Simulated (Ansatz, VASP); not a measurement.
Two plane-wave programs on SiNi2

```xyz
3
Lattice="3.9171 0.0000 0.0000 -1.9585 3.3923 0.0000 0.0000 0.0000 2.4465" Properties=species:S:1:pos:R:3 pbc="T T T"
Si    0.0000    0.0000    0.0000
Ni    0.0000    2.2615    1.2232
Ni    1.9585    1.1308    1.2232
```

Alike in both runs: functional r2SCAN; k mesh 6 × 6 × 6; occupations gaussian, width 0.1 eV; no spin polarisation.

Ansatz relaxed the structure, and its values are those at the end. VASP's run is a single point on that final structure, the one shown.

```csv
,VASP,Ansatz
version,VASP 6.6.1,Ansatz 0.2.0
potentials or method,"VASP PAW PBE potentials, release 64 (Si, Ni), cutoff 520 eV","scalar-relativistic, plane waves, PAW"
valence electrons in the cell,24,40
```

Ansatz gave:

| Quantity | Value |
| --- | --- |
| gap on the k mesh at the Fermi level (eV) | none |
| pressure (GPa) | 0.1 |

Estimate VASP's values.

gap on the k mesh at the Fermi level (eV): none; pressure (GPa): 0.4.

VASP's potentials were made for PBE, not for r2SCAN. A gap of «none» marks a metal or a gap that the smearing closes. The functional is the same, so the differences come from potentials, cutoffs and numerics. VASP's potentials hold 24 valence electrons a cell and Ansatz's 40, so a difference there can come from the potentials and not from the codes.

The k mesh is coarse, so the values compare programs but aren't converged.
